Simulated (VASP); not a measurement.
# Eu (Im-3m) in VASP: further runs

The runs below take Eu through single point, with LDA.

Everything below comes from runs of VASP 6.6.1. Logs are shortened: lines on timing, memory, paths and dates and some standing lists are left out, and cuts for length are marked.

### 1 The cell of the first run

It takes space group Im-3m (No. 229, cubic). The conventional cell has a = 4.109 Å, b = 4.109 Å, c = 4.109 Å, α = 90.00°, β = 90.00°, γ = 90.00°. Within 4.7 Å of Eu (site symmetry m-3m) lie 14 Eu at 3.56 to 4.11 Å.

### 2 Single point, LDA, collinear spin, ferromagnetic start

The input, INCAR:

```
PREC = Accurate
ENCUT = 520
EDIFF = 1E-7
ISMEAR = -1
SIGMA = 1.0
LREAL = False
LASPH = True
NELM = 150
ALGO = Normal
ISIF = 2
LWAVE = False
LCHARG = False
ISPIN = 2
MAGMOM = 6.925
LORBIT = 11
LMAXMIX = 6
GGA = CA
NBANDS = 18
```

The input, KPOINTS:

```
Automatic mesh
0
Gamma
  11 11 11
```

The input, POSCAR:

```
Eu
1.0
   -2.0544259245      2.0544259245      2.0544259245
    2.0544259245     -2.0544259245      2.0544259245
    2.0544259245      2.0544259245     -2.0544259245
Eu
1
Direct
    0.0000000000      0.0000000000      0.0000000000
```

Potentials or basis: VASP PAW PBE potentials, release 64 (Eu).

Started as:

```sh
cat potpaw_PBE.64/Eu/POTCAR > POTCAR
mpirun -np 1 vasp_std > vasp.out
```

OUTCAR:

```text
PREC = Accurate
   ENCUT = 520
   EDIFF = 1E-7
   ISMEAR = -1
   LREAL = False
   LASPH = True
   NELM = 150
   ISIF = 2
   ISPIN = 2
   LORBIT = 11
   GGA = CA

 ion  position               nearest neighbor table
   1  0.000  0.000  0.000-

  LATTYP: Found a body centered cubic cell.
 ALAT       =     4.1088518490

  Lattice vectors:

 A1 = (  -2.0544259245,   2.0544259245,   2.0544259245)
 A2 = (   2.0544259245,  -2.0544259245,   2.0544259245)
 A3 = (   2.0544259245,   2.0544259245,  -2.0544259245)

Analysis of symmetry for initial positions (statically):
=====================================================================
 Subroutine PRICEL returns:
 Original cell was already a primitive cell.

 Routine SETGRP: Setting up the symmetry group for a
 body centered cubic supercell.

 Subroutine GETGRP returns: Found 48 space group operations
 (whereof 48 operations were pure point group operations)
 out of a pool of 48 trial point group operations.

The static configuration has the point symmetry O_h .

Analysis of symmetry for dynamics (positions and initial velocities):
=====================================================================
 Subroutine PRICEL returns:
 Original cell was already a primitive cell.

 Routine SETGRP: Setting up the symmetry group for a
 body centered cubic supercell.

 Subroutine GETGRP returns: Found 48 space group operations
 (whereof 48 operations were pure point group operations)
 out of a pool of 48 trial point group operations.

The dynamic configuration has the point symmetry O_h .

Analysis of structural, dynamic, and magnetic symmetry:
=====================================================================
 Subroutine PRICEL returns:
 Original cell was already a primitive cell.

 Routine SETGRP: Setting up the symmetry group for a
 body centered cubic supercell.

 Subroutine GETGRP returns: Found 48 space group operations
 (whereof 48 operations were pure point group operations)
 out of a pool of 48 trial point group operations.

The overall configuration has the point symmetry O_h .

 Subroutine INISYM returns: Found 48 space group operations
 (whereof 48 operations are pure point group operations),
 and found     1 'primitive' translations

----------------------------------------------------------------------------------------

                                     Primitive cell

  volume of cell :      34.6842

[... 93 lines left out ...]
   ISYM   =      2    0-nonsym 1-usesym 2-fastsym
   POTIM  = 0.5000    time-step for ionic-motion
   TEBEG  =    0.0;   TEEND  =   0.0 temperature during run
   PSTRESS=    0.0 pullay stress
   NELECT =      17.0000    total number of electrons
   NUPDOWN=      -1.0000    fix difference up-down
   EMIN   =  10.00;   EMAX   =-10.00  energy-range for DOS
   EFERMI =   0.00;   METHOD = LEGACY
   ISMEAR =    -1;   SIGMA  =   1.00  broadening in eV -4-tet -1-fermi 0-gaus
   EFERMI_NEDOS =   21; number of points for ismear=-14 and -15
   IALGO  =     38    algorithm
   IMIX   =      4    mixing-type and parameters
     AMIX     =   0.40;   BMIX     =  1.00
     AMIX_MAG =   1.60;   BMIX_MAG =  1.00
  volume/ion in A,a.u.               =      34.68       234.06
  Fermi-wavevector in a.u.,A,eV,Ry     =   1.290765  2.439193 22.668331  1.666075
  Thomas-Fermi vector in A             =   2.422577
   LORBIT       =     11    0 simple, 1 ext, 2 COOP (PROOUT), +10 PAW based schemes
   GGA     = CA    functional components
   LHFCALC =     F    Hartree Fock is set to
   AEXX    =    0.0000 exact exchange contribution
   IVDW    =     0    specifies the selected vdW correction
   LEPSILON=     F    determine dielectric tensor
   LRPA    =     F    only Hartree local field effects (RPA)
 spin polarized calculation
  energy-cutoff  :      520.00
  volume of cell :       34.68
 maximum number of plane-waves:       959
   NGX = 13   NGY = 13   NGZ = 13

 number of electron      17.0000002 magnetization       4.2766203

 Free energy of the ion-electron system (eV)
  ---------------------------------------------------
  ext. energy  EPLUGINS =         0.00000000
  ---------------------------------------------------
  free energy    TOTEN  =       -15.80138589 eV

  energy without entropy =       -5.29241355  energy(sigma->0) =      -10.54689972

 E-fermi :   2.3689     XC(G=0): -10.0111

 val. band max:        2.3230853455   @ k =   0.3636   0.2727   0.0000
 cond. band min:       2.4089328350   @ k =   0.2727   0.1818   0.1818
 fundamental gap:      0.0858474895
 Fermi energy:         2.3689458697

 spin component 1

 k-point     1 :       0.0000    0.0000    0.0000
  band No.  band energies     occupation
      1     -38.9460      1.00000
      2     -17.3576      1.00000
      3     -17.3576      1.00000
      4     -17.3576      1.00000
      5      -1.7976      0.98473
      6       1.1092      0.77899
[... 493 lines left out ...]
     17       9.6044      0.00072
     18      10.7494      0.00023

 [... further k-points ...]

 spin component 2

 k-point     1 :       0.0000    0.0000    0.0000
  band No.  band energies     occupation
      1     -37.2675      1.00000
      2     -16.0563      1.00000
      3     -16.0563      1.00000
      4     -16.0563      1.00000
      5      -1.4424      0.97836
      6       3.7198      0.20572
[... 493 lines left out ...]
     17      10.2551      0.00038
     18      11.4851      0.00011

 [... further k-points ...]
[... 5 lines left out ...]
  --------------------------------------------------------------------------------------
  -------------------------------------------------------------------------------------
  Total        0.4563595      0.4563595      0.4563595     -0.0000000      0.0000000     -0.0000000
  in kB       21.0807600     21.0807600     21.0807600     -0.0000000      0.0000000     -0.0000000
  external PRESSURE =      21.0807600 kB  Pullay stress =       0.0000000 kB

 VOLUME and BASIS-vectors are now :
 -----------------------------------------------------------------------------
  energy-cutoff  :      520.00
  volume of cell :       34.68
      direct lattice vectors                 reciprocal lattice vectors
    -2.054425924  2.054425924  2.054425924     0.000000000  0.243376991  0.243376991
     2.054425924 -2.054425924  2.054425924     0.243376991  0.000000000  0.243376991
     2.054425924  2.054425924 -2.054425924     0.243376991  0.243376991  0.000000000

 POSITION                                       TOTAL-FORCE (eV/Angst)
 -----------------------------------------------------------------------------------
      0.00000      0.00000      0.00000         0.000000     -0.000000      0.000000
 -----------------------------------------------------------------------------------
    total drift:                               -0.000000     -0.000000     -0.000000

  FREE ENERGIE OF THE ION-ELECTRON SYSTEM (eV)
  ---------------------------------------------------
  free  energy   TOTEN  =       -15.8013858888 eV

  energy  without entropy=       -5.2924135500  energy(sigma->0) =      -10.54689972

 total charge

# of ion       s       p       d       f       tot
--------------------------------------------------
    1        2.066   5.592   0.598   6.334  14.589

 magnetization (x)

# of ion       s       p       d       f       tot
--------------------------------------------------
    1        0.002  -0.038   0.099   3.985   4.049
```

It took 79 s on 1 thread of Intel Xeon 6975P-C (Granite Rapids), shared host; peak memory 0.2 GiB.

Results:

```
Free energy                                           : -15.8014 eV
Pressure                                              : 2.1 GPa
Net moment                                            : 4.28 μB per cell
Site moments                                          : Eu +4.05 μB
Valence electrons inside the program's atomic spheres : Eu 14.59
```

Caveat: so wide a smearing shifts energies and pressures; the PAW data sets were made with another functional, which shifts forces and pressure a little; spin-orbit coupling is left out, which moves the levels of the heavy elements; semilocal functionals describe open f shells poorly, which spoils levels, moments and volumes.

### 3 Single point, LDA, collinear spin, ferromagnetic start

The input, INCAR:

```
PREC = Accurate
ENCUT = 520
EDIFF = 1E-6
ISMEAR = 0
SIGMA = 0.01
LREAL = F
LASPH = T
NELM = 150
ALGO = Normal
ISIF = 2
LWAVE = F
LCHARG = F
ISPIN = 2
MAGMOM = 6.925
LORBIT = 11
LMAXMIX = 6
GGA = CA
NBANDS = 18
```

The input, KPOINTS:

```
regular mesh
0
Gamma
  11 11 11
```

POSCAR is that of step 2.

Potentials or basis: VASP PAW PBE potentials, release 64 (Eu).

Started as:

```sh
cat potpaw_PBE.64/Eu/POTCAR > POTCAR
mpirun -np 1 vasp_std > vasp.out
```

Wall time 60 s (1 thread of Intel Xeon 6975P-C (Granite Rapids), shared host); peak memory 0.2 GiB.

Results (log left out):

* Free energy: -11.4053 eV
* Pressure: -0.4 GPa
* Net moment: 7.08 μB per cell
* Site moments: Eu +6.62 μB
* Valence electrons inside the program's atomic spheres: Eu 14.72

Levels at points of the mesh, in eV from the Fermi level:
Spin up:
```tsv
k point	band 8	band 9	band 10	band 11	band 12	band 13	band 14	band 15	band 16	band 17
(0.00, 0.00, 0.00)	-0.51	-0.25	-0.25	-0.25	-0.19	2.00	2.00	2.00	4.17	4.17
```
Spin down:
| k point | band 1 | band 2 | band 3 | band 4 | band 5 | band 6 | band 7 | band 8 | band 9 | band 10 |
| --- | --- | --- | --- | --- | --- | --- | --- | --- | --- | --- |
| (0.00, 0.00, 0.00) | -38.37 | -17.48 | -17.48 | -17.48 | -3.75 | 2.95 | 2.95 | 2.95 | 3.56 | 3.56 |

Caveat: the PAW data sets were made with another functional, which shifts forces and pressure a little; spin-orbit coupling is left out, which moves the levels of the heavy elements; semilocal functionals describe open f shells poorly, which spoils levels, moments and volumes. The state reached can hang on the start; a lower one may exist.

### 4 Single point, LDA, collinear spin, ferromagnetic start

The input, INCAR:

```
PREC = Accurate
ENCUT = 520
EDIFF = 1E-7
ISMEAR = 0
SIGMA = 0.03
LREAL = False
LASPH = True
NELM = 150
ALGO = Normal
ISIF = 2
LWAVE = False
LCHARG = False
ISPIN = 2
MAGMOM = 6.925
LORBIT = 11
LMAXMIX = 6
GGA = CA
NBANDS = 18
```

KPOINTS is that of step 3.

POSCAR is that of step 3.

Started as:

```sh
cat potpaw_PBE.64/Eu/POTCAR > POTCAR
mpirun -np 1 vasp_std > vasp.out
```

Run time: 60 s. Hardware: 1 thread of Intel Xeon 6975P-C (Granite Rapids), shared host; peak memory 0.19 GiB.

It converged, with:

```
Free energy                                           : -11.4058 eV
Pressure                                              : -0.4 GPa
Net moment                                            : 7.09 μB per cell
Site moments                                          : Eu +6.63 μB
Valence electrons inside the program's atomic spheres : Eu 14.72
```

Levels at points of the mesh, in eV from the Fermi level:
Spin up:
```tsv
k point	band 10	band 11	band 12	band 13	band 14	band 15
(0.00, 0.00, 0.00)	-0.25	-0.25	-0.19	2.00	2.00	2.00
```
Spin down:
| k point | band 3 | band 4 | band 5 | band 6 | band 7 | band 8 |
| --- | --- | --- | --- | --- | --- | --- |
| (0.00, 0.00, 0.00) | -17.48 | -17.48 | -3.75 | 2.94 | 2.94 | 2.94 |

Caveat: the PAW data sets were made with another functional, which shifts forces and pressure a little; spin-orbit coupling is left out, which moves the levels of the heavy elements; semilocal functionals describe open f shells poorly, which spoils levels, moments and volumes. The state reached can hang on the start; a lower one may exist.

### 5 Single point, LDA, collinear spin, ferromagnetic start

The input, INCAR:

```
SYSTEM = Eu
  ALGO = Normal
  EDIFF = 1E-6
  ENCUT = 520
  GGA = CA
  ISIF = 2
  ISMEAR = 0
  ISPIN = 2
  LASPH = .True.
  LCHARG = .False.
  LMAXMIX = 6
  LORBIT = 11
  LREAL = .False.
  LWAVE = .False.
  MAGMOM = 6.925
  NBANDS = 18
  NELM = 150
  PREC = Accurate
  SIGMA = 0.1
```

The input, KPOINTS:

```
k-points
0
Gamma
  11 11 11
  0 0 0
```

POSCAR is that of step 4.

Started as:

```sh
cat potpaw_PBE.64/Eu/POTCAR > POTCAR
mpirun -np 1 vasp_std > vasp.out
```

Run time: 52 s. Hardware: 1 thread of Intel Xeon 6975P-C (Granite Rapids), shared host; peak memory 0.2 GiB.

It converged, with:

| Quantity | Value |
| --- | --- |
| Free energy | -11.4092 eV |
| Pressure | -0.3 GPa |
| Net moment | 7.11 μB per cell |
| Site moments | Eu +6.63 μB |
| Valence electrons inside the program's atomic spheres | Eu 14.72 |

Levels at points of the mesh, in eV from the Fermi level:
Spin up:
| k point | band 8 | band 9 | band 10 | band 11 | band 12 | band 13 | band 14 | band 15 | band 16 | band 17 |
| --- | --- | --- | --- | --- | --- | --- | --- | --- | --- | --- |
| (0.00, 0.00, 0.00) | -0.53 | -0.27 | -0.27 | -0.27 | -0.21 | 1.97 | 1.97 | 1.97 | 4.14 | 4.14 |
Spin down:
```tsv
k point	band 1	band 2	band 3	band 4	band 5	band 6	band 7	band 8	band 9	band 10
(0.00, 0.00, 0.00)	-38.39	-17.50	-17.50	-17.50	-3.77	2.92	2.92	2.92	3.54	3.54
```

Caveat: the PAW data sets were made with another functional, which shifts forces and pressure a little; spin-orbit coupling is left out, which moves the levels of the heavy elements; semilocal functionals describe open f shells poorly, which spoils levels, moments and volumes.

### 6 Summary

| smearing | gap on the mesh (eV) | pressure (GPa) | moment (μB) |
| --- | --- | --- | --- |
| fermi-dirac 1 eV | none | 2.1 | 4.28 |
| gaussian 0.01 eV | none | -0.4 | 7.08 |
| gaussian 0.03 eV | none | -0.4 | 7.09 |
| gaussian 0.1 eV | none | -0.3 | 7.11 |

Alike in all rows: task single point; level LDA; potentials or basis VASP PAW PBE potentials, release 64 (Eu); spin collinear, ferromagnetic start; cell as given; k mesh 11 × 11 × 11; cutoff (eV) 520.

Caveats: the PAW data sets were made with another functional, which shifts forces and pressure a little; spin-orbit coupling is left out, which moves the levels of the heavy elements; semilocal functionals describe open f shells poorly, which spoils levels, moments and volumes; so wide a smearing shifts energies and pressures (at least some runs).

Total energies depend on the potentials used, so only differences within one code and one set of settings carry meaning.

The gap in the log of VASP goes by the Fermi energy; the results here count the filled bands.